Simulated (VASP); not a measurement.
Write the native input for VASP 6.6.1 that does the following.

* Task: single point
* Functional: LDA
* Potentials or basis: VASP PAW LDA potentials, release 64 (Mg)
* Cutoff: 520 eV
* k mesh: 10 × 10 × 3
* Occupations: fermi-dirac, width 0.05 eV
* Spin: no spin polarisation
* Dipole correction: no
* Further INCAR settings: ALGO = Normal; EDIFF = 1e-06; NBANDS = 12

The structure of Mg lies in POSCAR:

```
Mg
1.0
    3.1555045422      0.0000000000      0.0000000000
   -1.5777522711      2.7327470953      0.0000000000
    0.0000000000      0.0000000000     10.2496058158
Mg
4
Direct
    0.6666666667      0.3333333333      0.7500000000
    0.0000000000      0.0000000000      0.5000000000
    0.3333333333      0.6666666667      0.2500000000
    0.0000000000      0.0000000000      0.0000000000
```

These files were run (other wordings do the same):

INCAR

```
SYSTEM = Mg
PREC = Accurate
ENCUT = 520
EDIFF = 1E-6
ISMEAR = -1
SIGMA = 0.05
LREAL = .False.
LASPH = .True.
NELM = 100
ALGO = Normal
ISIF = 2
LWAVE = .False.
LCHARG = .False.
GGA = CA
NBANDS = 12
```

KPOINTS

```
regular mesh
0
Gamma
  10 10 3
  0 0 0
```

Potentials or basis: VASP PAW LDA potentials, release 64 (Mg).

Command:

```bash
$ cat potpaw_LDA.64/Mg/POTCAR > POTCAR
$ mpirun -np 1 vasp_std > vasp.out
```

It gave:

```yaml
Pressure: -0.9 GPa
Band_gap_on_the_k_mesh: zero (bands 4 and 5 overlap by 1.94 eV)
```

It took 28 s on 1 thread of Intel Xeon 8259CL, on a shared host, peak memory 0.17 GiB.
